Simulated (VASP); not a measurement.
# GaCo (Pm-3m) in VASP: notebook

GaCo is run at these levels: PBEsol; tasks: single point, relaxation of cell and atoms.

Program: VASP 6.6.1. These are calculated values, not measurements. Logs are shortened: lines on timing, memory, paths and dates and some standing lists are left out, and cuts for length are marked.

**1. The cell of the first run**

Symmetry: Pm-3m, No. 221, cubic system. Conventional cell: a = 2.840 Å, b = 2.840 Å, c = 2.840 Å, α = 90.00°, β = 90.00°, γ = 90.00°. Ga (site symmetry m-3m) has 8 Co at 2.46 Å and 6 Ga at 2.84 Å within 3.2 Å. Co (site symmetry m-3m) has 8 Ga at 2.46 Å and 6 Co at 2.84 Å within 3.2 Å.

**2. Single point, PBEsol, collinear spin, ferromagnetic start**

Contents of INCAR:

```
ALGO = Normal ; EDIFF = 1E-7
ENCUT = 520 ; GGA = PS
ISIF = 2 ; ISMEAR = -1
ISPIN = 2 ; LASPH = True
LCHARG = False ; LMAXMIX = 4
LORBIT = 11 ; LREAL = False
LWAVE = False ; MAGMOM = 0 2
NBANDS = 22 ; NELM = 150
PREC = Accurate ; SIGMA = 0.05
```

Contents of KPOINTS:

```
k-points
0
Gamma
  11 11 11
```

Contents of POSCAR:

```
GaCo
1.0
    2.8401931358      0.0000000000      0.0000000000
    0.0000000000      2.8401931358      0.0000000000
    0.0000000000      0.0000000000      2.8401931358
Ga Co
1 1
Direct
    0.5000000000      0.5000000000      0.5000000000
    0.0000000000      0.0000000000      0.0000000000
```

Potentials or basis: VASP PAW PBE potentials, release 64 (Ga_d, Co).

The run is started by

```console
$ cat potpaw_PBE.64/Ga_d/POTCAR potpaw_PBE.64/Co/POTCAR > POTCAR
$ mpirun -np 1 vasp_std > vasp.out
```

OUTCAR:

```text
EDIFF = 1E-7
   ENCUT = 520
   GGA = PS
   ISIF = 2
   ISMEAR = -1
   ISPIN = 2
   LASPH = True
   LORBIT = 11
   LREAL = False
   NELM = 150
   PREC = Accurate

 ion  position               nearest neighbor table
   1  0.500  0.500  0.500-   2 2.46   2 2.46   2 2.46   2 2.46   2 2.46   2 2.46   2 2.46   2 2.46

   2  0.000  0.000  0.000-   1 2.46   1 2.46   1 2.46   1 2.46   1 2.46   1 2.46   1 2.46   1 2.46

  LATTYP: Found a simple cubic cell.
 ALAT       =     2.8401931358

  Lattice vectors:

 A1 = (   2.8401931358,   0.0000000000,   0.0000000000)
 A2 = (   0.0000000000,   2.8401931358,   0.0000000000)
 A3 = (   0.0000000000,   0.0000000000,   2.8401931358)

Analysis of symmetry for initial positions (statically):
=====================================================================
 Subroutine PRICEL returns:
 Original cell was already a primitive cell.

 Routine SETGRP: Setting up the symmetry group for a
 simple cubic supercell.

 Subroutine GETGRP returns: Found 48 space group operations
 (whereof 48 operations were pure point group operations)
 out of a pool of 48 trial point group operations.

The static configuration has the point symmetry O_h .

Analysis of symmetry for dynamics (positions and initial velocities):
=====================================================================
 Subroutine PRICEL returns:
 Original cell was already a primitive cell.

 Routine SETGRP: Setting up the symmetry group for a
 simple cubic supercell.

 Subroutine GETGRP returns: Found 48 space group operations
 (whereof 48 operations were pure point group operations)
 out of a pool of 48 trial point group operations.

The dynamic configuration has the point symmetry O_h .

Analysis of structural, dynamic, and magnetic symmetry:
=====================================================================
 Subroutine PRICEL returns:
 Original cell was already a primitive cell.

 Routine SETGRP: Setting up the symmetry group for a
 simple cubic supercell.

 Subroutine GETGRP returns: Found 48 space group operations
 (whereof 48 operations were pure point group operations)
 out of a pool of 48 trial point group operations.

The overall configuration has the point symmetry O_h .

 Subroutine INISYM returns: Found 48 space group operations
 (whereof 48 operations are pure point group operations),
 and found     1 'primitive' translations

----------------------------------------------------------------------------------------

                                     Primitive cell

  volume of cell :      22.9110

  direct lattice vectors                    reciprocal lattice vectors
     2.840193136  0.000000000  0.000000000     0.352088732  0.000000000  0.000000000
     0.000000000  2.840193136  0.000000000     0.000000000  0.352088732  0.000000000
     0.000000000  0.000000000  2.840193136     0.000000000  0.000000000  0.352088732

  length of vectors
     2.840193136  2.840193136  2.840193136     0.352088732  0.352088732  0.352088732

  position of ions in fractional coordinates (direct lattice)
     0.500000000  0.500000000  0.500000000
     0.000000000  0.000000000  0.000000000

  ion indices of the primitive-cell ions
   primitive index   ion index
                 1           1
                 2           2

----------------------------------------------------------------------------------------

 KPOINTS: k-points

Automatic generation of k-mesh.
 Grid dimensions read from file:
 generate k-points for:   11   11   11

 Generating k-lattice:

  Cartesian coordinates                     Fractional coordinates (reciprocal lattice)
     0.032008067  0.000000000  0.000000000     0.090909091  0.000000000  0.000000000
     0.000000000  0.032008067  0.000000000     0.000000000  0.090909091  0.000000000
     0.000000000  0.000000000  0.032008067     0.000000000  0.000000000  0.090909091

  Length of vectors
     0.032008067  0.032008067  0.032008067

  Shift w.r.t. Gamma in fractional coordinates (k-lattice)
     0.000000000  0.000000000  0.000000000

 Subroutine IBZKPT returns following result:
 ===========================================

 Found     56 irreducible k-points:

 Following reciprocal coordinates:
            Coordinates               Weight
  0.000000  0.000000  0.000000      1.000000
  0.090909  0.000000  0.000000      6.000000
  0.181818  0.000000  0.000000      6.000000
  0.272727  0.000000  0.000000      6.000000
  0.363636  0.000000  0.000000      6.000000
  0.454545  0.000000  0.000000      6.000000
[... 16 lines left out ...]
  0.181818  0.090909  0.090909     24.000000
  0.272727  0.090909  0.090909     24.000000
 [... further k-points ...]
   k-points           NKPTS =     56   k-points in BZ     NKDIM =     56   number of bands    NBANDS=     22
   number of dos      NEDOS =    301   number of ions     NIONS =      2
   total plane-waves  NPLWV =  13824
   dimension x,y,z NGX =    24 NGY =   24 NGZ =   24
   dimension x,y,z NGXF=    48 NGYF=   48 NGZF=   48
   ions per type =               1   1
   NGX,Y,Z   is equivalent  to a cutoff of  14.05, 14.05, 14.05 a.u.
   NGXF,Y,Z  is equivalent  to a cutoff of  28.10, 28.10, 28.10 a.u.
 SYSTEM =  unknown system
   PREC   = accura    normal or accurate (medium, high low for compatibility)
   ISTART =      0    job   : 0-new  1-cont  2-samecut
   ICHARG =      2    charge: 1-file 2-atom 10-const
   ISPIN  =      2    spin polarized calculation?
   LNONCOLLINEAR =      F non collinear calculations
   LSORBIT =      F    spin-orbit coupling
   LASPH  =      T    aspherical Exc in radial PAW
   ENCUT  =  520.0 eV  38.22 Ry    6.18 a.u.   5.28  5.28  5.28*2*pi/ulx,y,z
   NELM   =    150;   NELMIN=  2; NELMDL= -5     # of ELM steps
   EDIFF  = 0.1E-06   stopping-criterion for ELM
   LREAL  =      F    real-space projection
   EDIFFG = 0.1E-05   stopping-criterion for IOM
   NSW    =      0    number of steps for IOM
   IBRION =     -1    ionic relax: 0-MD 1-quasi-New 2-CG
   NFREE  =      0    steps in history (QN), initial steepest desc. (CG)
   ISIF   =      2    stress and relaxation
   ISYM   =      2    0-nonsym 1-usesym 2-fastsym
   POTIM  = 0.5000    time-step for ionic-motion
   TEBEG  =    0.0;   TEEND  =   0.0 temperature during run
   PSTRESS=    0.0 pullay stress
   NELECT =      22.0000    total number of electrons
   NUPDOWN=      -1.0000    fix difference up-down
   EMIN   =  10.00;   EMAX   =-10.00  energy-range for DOS
   EFERMI =   0.00;   METHOD = LEGACY
   ISMEAR =    -1;   SIGMA  =   0.05  broadening in eV -4-tet -1-fermi 0-gaus
   EFERMI_NEDOS =   21; number of points for ismear=-14 and -15
   IALGO  =     38    algorithm
   IMIX   =      4    mixing-type and parameters
     AMIX     =   0.40;   BMIX     =  1.00
     AMIX_MAG =   1.60;   BMIX_MAG =  1.00
  volume/ion in A,a.u.               =      11.46        77.31
  Fermi-wavevector in a.u.,A,eV,Ry     =   1.615107  3.052109 35.491739  2.608569
  Thomas-Fermi vector in A             =   2.709908
   LORBIT       =     11    0 simple, 1 ext, 2 COOP (PROOUT), +10 PAW based schemes
   GGA     = PS    functional components
   LHFCALC =     F    Hartree Fock is set to
   AEXX    =    0.0000 exact exchange contribution
   IVDW    =     0    specifies the selected vdW correction
   LEPSILON=     F    determine dielectric tensor
   LRPA    =     F    only Hartree local field effects (RPA)
 spin polarized calculation
  energy-cutoff  :      520.00
  volume of cell :       22.91
 maximum number of plane-waves:       629
 NGX is ok and might be reduce to    24
   NGX = 11   NGY = 11   NGZ = 11

 number of electron      21.9999997 magnetization      -0.0000765

 number of electron      21.9999997 magnetization       0.0001944

 Free energy of the ion-electron system (eV)
  ---------------------------------------------------
  ext. energy  EPLUGINS =         0.00000000
  ---------------------------------------------------
  free energy    TOTEN  =       -11.77857267 eV

  energy without entropy =      -11.76827587  energy(sigma->0) =      -11.77342427

 E-fermi :  10.1552     XC(G=0): -13.5834

 val. band max:       10.1004333412   @ k =   0.4545   0.3636   0.0000
 cond. band min:      10.1893889184   @ k =   0.4545   0.3636   0.0909
 fundamental gap:      0.0889555772
 Fermi energy:        10.1552440140

 spin component 1

 k-point     1 :       0.0000    0.0000    0.0000
  band No.  band energies     occupation
      1      -5.0182      1.00000
      2      -5.0182      1.00000
      3      -4.6281      1.00000
      4      -4.6281      1.00000
      5      -4.6281      1.00000
      6      -2.2768      1.00000
[... 14 lines left out ...]
     21      36.3246      0.00000
     22      36.3246      0.00000
[... 552 lines left out ...]
  band No.  band energies     occupation
      1      -4.9453      1.00000
      2      -4.8286      1.00000
      3      -4.7131      1.00000
      4      -4.7039      1.00000
      5      -4.6351      1.00000
      6      -0.5209      1.00000
[... 14 lines left out ...]
     21      31.2474      0.00000
     22      33.7516      0.00000

 [... further k-points ...]

 spin component 2

 k-point     1 :       0.0000    0.0000    0.0000
  band No.  band energies     occupation
      1      -5.0182      1.00000
      2      -5.0182      1.00000
      3      -4.6281      1.00000
      4      -4.6281      1.00000
      5      -4.6281      1.00000
      6      -2.2768      1.00000
[... 14 lines left out ...]
     21      36.3247      0.00000
     22      36.3247      0.00000
[... 552 lines left out ...]
  band No.  band energies     occupation
      1      -4.9453      1.00000
      2      -4.8286      1.00000
      3      -4.7131      1.00000
      4      -4.7039      1.00000
      5      -4.6351      1.00000
      6      -0.5209      1.00000
[... 14 lines left out ...]
     21      31.2474      0.00000
     22      33.7516      0.00000

 [... further k-points ...]

------------------------ aborting loop because EDIFF is reached ----------------------------------------

  FORCE on cell =-STRESS in cart. coord.  units (eV):
  Direction    XX          YY          ZZ          XY          YZ          ZX
  --------------------------------------------------------------------------------------
  -------------------------------------------------------------------------------------
  Total        0.0223941      0.0223941      0.0223941      0.0000000     -0.0000000     -0.0000000
  in kB        1.5660303      1.5660303      1.5660303      0.0000000     -0.0000000     -0.0000000
  external PRESSURE =       1.5660303 kB  Pullay stress =       0.0000000 kB

 VOLUME and BASIS-vectors are now :
 -----------------------------------------------------------------------------
  energy-cutoff  :      520.00
  volume of cell :       22.91
      direct lattice vectors                 reciprocal lattice vectors
     2.840193136  0.000000000  0.000000000     0.352088732  0.000000000  0.000000000
     0.000000000  2.840193136  0.000000000     0.000000000  0.352088732  0.000000000
     0.000000000  0.000000000  2.840193136     0.000000000  0.000000000  0.352088732

 POSITION                                       TOTAL-FORCE (eV/Angst)
 -----------------------------------------------------------------------------------
      1.42010      1.42010      1.42010         0.000000      0.000000      0.000000
      0.00000      0.00000      0.00000         0.000000      0.000000      0.000000
 -----------------------------------------------------------------------------------
    total drift:                                0.000000      0.000000     -0.000000

  FREE ENERGIE OF THE ION-ELECTRON SYSTEM (eV)
  ---------------------------------------------------
  free  energy   TOTEN  =       -11.7785726704 eV

  energy  without entropy=      -11.7682758712  energy(sigma->0) =      -11.77342427

 total charge

# of ion       s       p       d       tot
------------------------------------------
    1        0.854   0.930  10.068  11.852
    2        0.402   0.487   7.540   8.428
--------------------------------------------------
tot          1.255   1.416  17.608  20.280

 magnetization (x)

# of ion       s       p       d       tot
------------------------------------------
    1       -0.000  -0.000  -0.000  -0.000
    2        0.000  -0.000   0.000   0.000
--------------------------------------------------
tot         -0.000  -0.000   0.000   0.000
```

Run time: 35 s. Hardware: 1 thread of Intel Xeon Platinum 8488C (Sapphire Rapids), shared host; peak memory 0.18 GiB.

What came out:

```
Free energy                                           : -11.7786 eV
Pressure                                              : 0.2 GPa
Band gap on the k mesh                                : zero (filled and empty bands overlap)
Net moment                                            : 0.00 μB per cell
Valence electrons inside the program's atomic spheres : Ga 11.85; Co 8.43
```

Caveat: the starting moments collapsed, and a magnetic state may lie lower; the PAW data sets were made with another functional, which shifts forces and pressure a little.

**3. Relaxation of cell and atoms, PBEsol, collinear spin, ferromagnetic start**

This run uses another cell than the first one, of 12.40 Å³/atom, 1.082 times its volume.

Contents of INCAR:

```
  ALGO = Normal
  EDIFF = 1E-6
  EDIFFG = -0.005
  ENCUT = 600
  GGA = PS
  IBRION = 2
  ISIF = 3
  ISMEAR = -1
  ISPIN = 2
  LASPH = T
  LCHARG = F
  LMAXMIX = 4
  LORBIT = 11
  LREAL = F
  LWAVE = F
  MAGMOM = 0 2
  NELM = 150
  NSW = 100
  PREC = Accurate
  SIGMA = 0.05
```

KPOINTS is that of step 2.

Contents of POSCAR:

```
GaCo
1.0
    2.9158727642      0.0000000000      0.0000000000
    0.0000000000      2.9158727642      0.0000000000
    0.0000000000      0.0000000000      2.9158727642
Ga Co
1 1
Direct
    0.5000000000      0.5000000000      0.5000000000
    0.0000000000      0.0000000000      0.0000000000
```

Potentials or basis: VASP PAW PBE potentials, release 64 (Ga_d, Co).

The run is started by

```console
$ cat potpaw_PBE.64/Ga_d/POTCAR potpaw_PBE.64/Co/POTCAR > POTCAR
$ mpirun -np 1 vasp_std > vasp.out
```

It took 88 s on 1 thread of Intel Xeon Platinum 8488C (Sapphire Rapids), shared host; peak memory 0.19 GiB.

Results (log left out):

* Free energy: -11.7794 eV
* Relaxed volume: 11.46 Å³/atom
* Relaxed cell: a = 2.841 Å, b = 2.841 Å, c = 2.841 Å, α = 90.00°, β = 90.00°, γ = 90.00°
* Space group after relaxing (to 0.05 Å): Pm-3m (No. 221)
* Energy gained by relaxing: 41.3 meV/atom
* Ionic steps: 6
* Pressure after relaxing: 0.0 GPa
* Band gap on the k mesh: zero (filled and empty bands overlap)
* Net moment: 0.00 μB per cell
* Valence electrons inside the program's atomic spheres: Ga 11.85; Co 8.43

The path:
| step | energy change (eV) | largest force (eV/Å) | pressure (GPa) | volume (Å³) |
| --- | --- | --- | --- | --- |
| 1 | 0.0000 | 0.0000 | -13.08 | 24.79 |
| 2 | -0.0038 | 0.0000 | 16.76 | 21.33 |
| 3 | -0.0825 | 0.0000 | -0.22 | 22.95 |
| 4 | -0.0825 | 0.0000 | 0.09 | 22.91 |
| 5 | -0.0825 | 0.0000 | -0.09 | 22.93 |
| 6 | -0.0825 | 0.0000 | 0.03 | 22.92 |

Final structure:
```yaml
crystal:
  lattice:
    - [2.84058, 0.00000, 0.00000]
    - [0.00000, 2.84058, 0.00000]
    - [0.00000, 0.00000, 2.84058]
  atoms:
    - { symbol: Ga, position: [0.50000, 0.50000, 0.50000] }
    - { symbol: Co, position: [0.00000, 0.00000, 0.00000] }
```

Levels at points of the mesh, in eV from the Fermi level:
Spin up:
| k point | band 8 | band 9 | band 10 | band 11 | band 12 | band 13 | band 14 | band 15 |
| --- | --- | --- | --- | --- | --- | --- | --- | --- |
| (0.00, 0.00, 0.00) | -2.71 | -0.75 | -0.75 | -0.75 | 5.32 | 5.32 | 5.32 | 11.34 |
Spin down:
| k point | band 7 | band 8 | band 9 | band 10 | band 11 | band 12 | band 13 | band 14 | band 15 | band 16 |
| --- | --- | --- | --- | --- | --- | --- | --- | --- | --- | --- |
| (0.00, 0.00, 0.00) | -2.71 | -2.71 | -0.75 | -0.75 | -0.75 | 5.32 | 5.32 | 5.32 | 11.34 | 11.34 |

Caveat: the starting moments collapsed, and a magnetic state may lie lower; the PAW data sets were made with another functional, which shifts forces and pressure a little.

(Continued in part 2 of 2.)
